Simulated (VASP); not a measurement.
Input of a VASP 6.6.1 run:

INCAR

```
PREC = Accurate
ENCUT = 520
EDIFF = 1E-6
ISMEAR = 0
SIGMA = 0.05
LREAL = F
LASPH = T
NELM = 60
ALGO = Normal
ISIF = 2
LWAVE = F
LCHARG = F
LDIPOL = T
IDIPOL = 3
DIPOL = 0.5 0.5 0.406
GGA = PE
IVDW = 12
NBANDS = 35
```

Contents of KPOINTS:

```
regular mesh
0
Gamma
  9 9 1
```

File POSCAR:

```
Te2Mo
1.0
    3.5038815618      0.0000000000      0.0000000000
   -1.7519407809      3.0344504444      0.0000000000
    0.0000000000      0.0000000000     24.7677192917
Te Mo
4 2
Direct
    0.3333333333      0.6666666667      0.1816881057
    0.3333333333      0.6666666667      0.3284056780
    0.3333333333      0.6666666667      0.4830424435
    0.3333333333      0.6666666667      0.6297600158
    0.6666666667      0.3333333333      0.2550468918
    0.0000000000      1.0000000000      0.5564012296
```

Potentials or basis: VASP PAW PBE potentials, release 64 (Te, Mo_sv).

Launch:

```console
$ cat potpaw_PBE.64/Te/POTCAR potpaw_PBE.64/Mo_sv/POTCAR > POTCAR
$ mpirun -np 1 vasp_std > vasp.out
```

Task: Predict the band gap on the k mesh.

Result: 1.15 eV (least direct gap 1.19 eV).

Task: Predict the largest force.

Result: 0.049 eV/Å.

Task: What does it give for the dispersion energy per atom?

Result: -0.453 eV.

Forces on the atoms (eV/Å):
```
Te   0.000  0.000  0.001
Te   0.000  0.000 -0.049
Te   0.000  0.000  0.049
Te   0.000  0.000 -0.001
Mo   0.000  0.000 -0.023
Mo   0.000  0.000  0.023
```

Caveat: spin-orbit coupling is left out, which moves the levels of the heavy elements.
